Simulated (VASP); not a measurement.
# CuSi16 (a cell with a defect) in VASP: a series of runs

Runs on CuSi16 (a cell with a defect). Level: PBE. Tasks: single point.

Everything below comes from runs of VASP 6.6.1. Logs are shortened: lines on timing, memory, paths and dates and some standing lists are left out, and cuts for length are marked.

### 1 The cell of the first run

The cell holds a defect, 17 atoms: a = 7.679 Å, b = 7.679 Å, c = 7.679 Å, α = 60.00°, β = 60.00°, γ = 60.00°.

### 2 Single point, PBE

Contents of INCAR:

```
PREC     = Accurate       # precision mode
ENCUT    = 520            # plane-wave cutoff, eV
EDIFF    = 1E-7           # SCF threshold, eV
ISMEAR   = -1             # smearing method
SIGMA    = 0.02           # smearing width, eV
LREAL    = Auto         
LASPH    = T              # aspherical terms in the spheres
NELM     = 80             # most SCF steps
ALGO     = Normal         # electronic algorithm
ISIF     = 2              # what is computed and relaxed
LWAVE    = F              # write WAVECAR
LCHARG   = T              # write CHGCAR
GGA      = PE             # functional
LELF     = T              # ELF
LVHAR    = T            
NBANDS   = 52             # bands
NELECT   = 74.0
```

Contents of KPOINTS:

```
regular mesh
0
Gamma
  2 2 2
```

Contents of POSCAR:

```
CuSi16
1.0
    0.0000000000      5.4300000000      5.4300000000
    5.4300000000      0.0000000000      5.4300000000
    5.4300000000      5.4300000000      0.0000000000
Si Cu
16 1
Direct
   -0.0030478821      0.0279650092     -0.0371178637
    0.1421178637      0.1051197053      0.1286372007
   -0.0083241252      0.0318416206      0.4686556169
    0.0856261510      0.1756629834      0.5860128913
    0.0603038674      0.4812062615     -0.0254419890
    0.1411878453      0.6602854512      0.0703038674
    0.0184898711      0.5261878453      0.4568508287
    0.1745580110      0.6222375691      0.5776335175
    0.4859484346     -0.0545672192      0.0355616943
    0.6056537753      0.0808287293      0.1595395948
    0.4661510129      0.0068139963      0.5342541436
    0.6188674033      0.1089226519      0.6449815838
    0.5101933702      0.4826795580      0.0229189687
    0.7029742173      0.5521823204      0.1313351750
    0.5255248619      0.4746408840      0.4991344383
    0.6372099448      0.6462154696      0.6006721915
    0.6780755064      0.2663812155      0.8054051565
```

Potentials or basis: VASP PAW PBE potentials, release 64 (Si, Cu).

The run is started by

```sh
$ cat potpaw_PBE.64/Si/POTCAR potpaw_PBE.64/Cu/POTCAR > POTCAR
$ mpirun -np 1 vasp_std > vasp.out
```

OUTCAR:

```text
PREC = Accurate
   ENCUT = 520
   EDIFF = 1E-7
   ISMEAR = -1
   LREAL = Auto
   LASPH = T
   NELM = 80
   ISIF = 2
   GGA = PE
   NELECT = 74.0

 ion  position               nearest neighbor table
   1  0.997  0.028  0.963-   6 2.31   4 2.38   2 2.46  10 2.52  17 2.66
   2  0.142  0.105  0.129-   3 2.15   9 2.18   5 2.38   1 2.46
   3  0.992  0.032  0.469-   2 2.15   4 2.23  12 2.37   8 2.59
   4  0.086  0.176  0.586-   7 2.22   3 2.23   1 2.38  11 2.44  17 2.62
   5  0.060  0.481  0.975-  14 2.27   6 2.27   2 2.38   8 2.49
   6  0.141  0.660  0.070-   5 2.27   1 2.31  13 2.37   7 2.42
   7  0.018  0.526  0.457-   4 2.22   8 2.35  16 2.39   6 2.42
   8  0.175  0.622  0.578-  15 2.22   7 2.35   5 2.49   3 2.59
   9  0.486  0.945  0.036-   2 2.18  10 2.38  12 2.46  14 2.53  17 2.84
  10  0.606  0.081  0.160-  17 2.27  11 2.38   9 2.38   1 2.52  13 2.54
  11  0.466  0.007  0.534-  16 2.30  12 2.30  10 2.38   4 2.44
  12  0.619  0.109  0.645-  11 2.30  15 2.30   3 2.37  17 2.41   9 2.46
  13  0.510  0.483  0.023-   6 2.37  14 2.37  17 2.39  10 2.54  16 2.65
  14  0.703  0.552  0.131-   5 2.27  15 2.34  13 2.37   9 2.53
  15  0.526  0.475  0.499-   8 2.22  12 2.30  14 2.34  16 2.43  17 2.57
  16  0.637  0.646  0.601-  11 2.30   7 2.39  15 2.43  17 2.46  13 2.65
  17  0.678  0.266  0.805-  10 2.27  13 2.39  12 2.41  16 2.46  15 2.57   4 2.62   1 2.66   9 2.84

  LATTYP: Found a face centered cubic cell.
 ALAT       =    10.8600000000

  Lattice vectors:

 A1 = (   0.0000000000,   5.4300000000,   5.4300000000)
 A2 = (   5.4300000000,   0.0000000000,   5.4300000000)
 A3 = (   5.4300000000,   5.4300000000,   0.0000000000)

Analysis of symmetry for initial positions (statically):
=====================================================================
 Subroutine PRICEL returns:
 Original cell was already a primitive cell.

 Routine SETGRP: Setting up the symmetry group for a
 face centered cubic supercell.

 Subroutine GETGRP returns: Found  1 space group operations
 (whereof  1 operations were pure point group operations)
 out of a pool of 48 trial point group operations.

The static configuration has the point symmetry C_1 .

Analysis of symmetry for dynamics (positions and initial velocities):
=====================================================================
 Subroutine PRICEL returns:
 Original cell was already a primitive cell.

 Routine SETGRP: Setting up the symmetry group for a
 face centered cubic supercell.

 Subroutine GETGRP returns: Found  1 space group operations
 (whereof  1 operations were pure point group operations)
[... 121 lines left out ...]
   ISIF   =      2    stress and relaxation
   ISYM   =      2    0-nonsym 1-usesym 2-fastsym
   POTIM  = 0.5000    time-step for ionic-motion
   TEBEG  =    0.0;   TEEND  =   0.0 temperature during run
   PSTRESS=    0.0 pullay stress
   NELECT =      74.0000    total number of electrons
   NUPDOWN=      -1.0000    fix difference up-down
   EMIN   =  10.00;   EMAX   =-10.00  energy-range for DOS
   EFERMI =   0.00;   METHOD = LEGACY
   ISMEAR =    -1;   SIGMA  =   0.02  broadening in eV -4-tet -1-fermi 0-gaus
   EFERMI_NEDOS =   21; number of points for ismear=-14 and -15
   IALGO  =     38    algorithm
   IMIX   =      4    mixing-type and parameters
     AMIX     =   0.40;   BMIX     =  1.00
     AMIX_MAG =   1.60;   BMIX_MAG =  1.00
  volume/ion in A,a.u.               =      18.84       127.11
  Fermi-wavevector in a.u.,A,eV,Ry     =   1.004636  1.898488 13.732283  1.009294
  Thomas-Fermi vector in A             =   2.137265
   LORBIT       =      0    0 simple, 1 ext, 2 COOP (PROOUT), +10 PAW based schemes
   GGA     = PE    functional components
   LHFCALC =     F    Hartree Fock is set to
   AEXX    =    0.0000 exact exchange contribution
   IVDW    =     0    specifies the selected vdW correction
   LEPSILON=     F    determine dielectric tensor
   LRPA    =     F    only Hartree local field effects (RPA)
 non-spin polarized calculation
  energy-cutoff  :      520.00
  volume of cell :      320.21
 maximum number of plane-waves:      8646
 NGX is ok and might be reduce to    60
   NGX = 29   NGY = 29   NGZ = 29

 number of electron      74.0000002 magnetization

 Free energy of the ion-electron system (eV)
  ---------------------------------------------------
  ext. energy  EPLUGINS =         0.00000000
  ---------------------------------------------------
  free energy    TOTEN  =       -92.11268629 eV

  energy without entropy =      -92.11229888  energy(sigma->0) =      -92.11249258

 E-fermi :   6.3892     XC(G=0):  -9.6476

 val. band max:        6.2881501694   @ k =   0.0000   0.0000   0.0000
 cond. band min:       6.4901172430   @ k =   0.0000   0.0000   0.0000
 fundamental gap:      0.2019670736
 Fermi energy:         6.3891774629

 k-point     1 :       0.0000    0.0000    0.0000
  band No.  band energies     occupation
      1      -5.9338      2.00000
      2      -3.6558      2.00000
      3      -3.5957      2.00000
      4      -3.5255      2.00000
      5      -3.3597      2.00000
      6      -2.1291      2.00000
[... 405 lines left out ...]
     48      10.3670      0.00000
     49      10.4274      0.00000
 [bands above 49 left out]

------------------------ aborting loop because EDIFF is reached ----------------------------------------

  FORCE on cell =-STRESS in cart. coord.  units (eV):
  Direction    XX          YY          ZZ          XY          YZ          ZX
  --------------------------------------------------------------------------------------
  -------------------------------------------------------------------------------------
  Total        1.1479462     -4.1575483     -1.8929591      0.3638133      1.0962665     -0.4629273
  in kB        5.7438439    -20.8026374     -9.4715779      1.8203700      5.4852603     -2.3162951
  external PRESSURE =      -8.1767904 kB  Pullay stress =       0.0000000 kB

 VOLUME and BASIS-vectors are now :
 -----------------------------------------------------------------------------
  energy-cutoff  :      520.00
  volume of cell :      320.21
      direct lattice vectors                 reciprocal lattice vectors
     0.000000000  5.430000000  5.430000000    -0.092081031  0.092081031  0.092081031
     5.430000000  0.000000000  5.430000000     0.092081031 -0.092081031  0.092081031
     5.430000000  5.430000000  0.000000000     0.092081031  0.092081031 -0.092081031

 POSITION                                       TOTAL-FORCE (eV/Angst)
 -----------------------------------------------------------------------------------
      5.38030     10.64190      5.56530         1.028353      0.162726     -0.722113
      1.26930      1.47020      1.34250        -0.634126     -3.282732      0.442305
      2.71770      7.92960      5.55770        -0.152547      1.497865     -2.835711
      4.13590      3.64700      1.41880        -0.224009      1.846266      0.221947
      7.90480      5.61930      2.94040        -1.425055     -0.599627      0.481584
      3.96710      1.14840      4.35200         0.397894      1.349169      0.011282
[... 9 lines left out ...]
      6.77060      6.72170      6.96900        -0.264400      0.996397     -0.696185
      5.81980      8.05530      5.12840        -0.015658     -0.390152      0.385836
 -----------------------------------------------------------------------------------
    total drift:                                0.002467      0.007936     -0.002430

  FREE ENERGIE OF THE ION-ELECTRON SYSTEM (eV)
  ---------------------------------------------------
  free  energy   TOTEN  =       -92.1126862857 eV

  energy  without entropy=      -92.1122988756  energy(sigma->0) =      -92.11249258
```

OSZICAR:

```text
N       E                     dE             d eps       ncg     rms          rms(c)
DAV:   1     0.329977886526E+03    0.32998E+03   -0.27580E+04   832   0.123E+03
DAV:   2    -0.522323549706E+02   -0.38221E+03   -0.35830E+03   864   0.242E+02
[... 11 lines left out ...]
DAV:  14    -0.921126452312E+02    0.50854E-03   -0.17301E-03  1424   0.999E-01    0.644E-02
DAV:  15    -0.921126855284E+02   -0.40297E-04   -0.62553E-04  1288   0.174E-01    0.225E-02
DAV:  16    -0.921126845958E+02    0.93267E-06   -0.26563E-05  1336   0.112E-01    0.743E-03
DAV:  17    -0.921126860986E+02   -0.15029E-05   -0.77372E-06   996   0.111E-02    0.586E-03
DAV:  18    -0.921126863402E+02   -0.24160E-06   -0.18074E-06  1336   0.319E-02    0.160E-03
DAV:  19    -0.921126862857E+02    0.54494E-07   -0.46385E-07   876   0.347E-03
   1 F= -.92112686E+02 E0= -.92112493E+02  d E =-.387410E-03
```

stdout:

```text
POSCAR found type information on POSCAR SiCu
 POSCAR found :  2 types and      17 ions
 scaLAPACK will be used
 LDA part: xc-table for (Slater+PW92), standard interpolation
 POSCAR, INCAR and KPOINTS ok, starting setup
 FFT: planning ... GRIDC
 FFT: planning ... GRID_SOFT
 FFT: planning ... GRID
 WAVECAR not read
 entering main loop
 the old and the new charge density differ
 old charge density:    75.00000 new   74.00000
    0.237E+01
```

Wall time 3.4 min (1 thread of Intel Xeon 6975P-C (Granite Rapids), shared host); peak memory 0.48 GiB.

Results:

| Item | Value |
| --- | --- |
| Free energy | -92.1127 eV |
| Largest force | 3.373 eV/Å |

Forces in eV/Å, atoms in the order of the input:
```
Si   1.028  0.163 -0.722
Si  -0.634 -3.283  0.442
Si  -0.153  1.498 -2.836
Si  -0.224  1.846  0.222
Si  -1.425 -0.600  0.482
Si   0.398  1.349  0.011
Si   0.817 -1.153  1.034
Si   2.096 -1.055 -0.961
Si  -1.853  2.046  1.456
Si   0.473  0.505  0.563
Si  -0.284 -1.034 -0.144
Si  -0.349  0.642 -0.487
Si  -0.602 -0.288  0.232
Si   0.985 -1.793 -0.476
Si   0.006  0.552  1.495
Si  -0.264  0.996 -0.696
Cu  -0.016 -0.390  0.386
```

Levels at points of the mesh, in eV from the Fermi level:
```csv
k point,band 34,band 35,band 36,band 37,band 38,band 39,band 40,band 41
"(0.00, 0.00, 0.00)",-0.72,-0.36,-0.32,-0.10,0.10,0.42,0.45,0.55
"(0.50, 0.00, 0.00)",-0.97,-0.80,-0.62,-0.21,0.66,0.86,1.17,1.28
"(0.00, 0.50, 0.00)",-1.01,-0.92,-0.72,-0.48,0.47,0.71,0.89,1.32
"(0.00, 0.00, 0.50)",-1.07,-0.88,-0.82,-0.59,0.30,0.98,1.10,1.11
"(0.50, 0.50, 0.50)",-1.32,-0.77,-0.68,-0.48,0.56,0.86,1.07,1.27
"(0.50, 0.50, 0.00)",-1.53,-1.27,-1.16,-0.85,0.64,0.95,1.56,1.89
"(0.00, 0.50, 0.50)",-1.48,-1.34,-1.08,-0.81,0.67,1.09,1.66,1.83
"(0.50, 0.00, 0.50)",-1.51,-1.14,-1.08,-1.02,0.50,0.98,1.63,1.83
```

Caveat: the k points lie up to 0.50 Å⁻¹ apart; the cell carries a net charge on a neutralising background, which shifts energy and pressure; the cell is charged against a uniform background, so pressure and absolute levels hang on convention.

(Continued in part 2 of 2.)
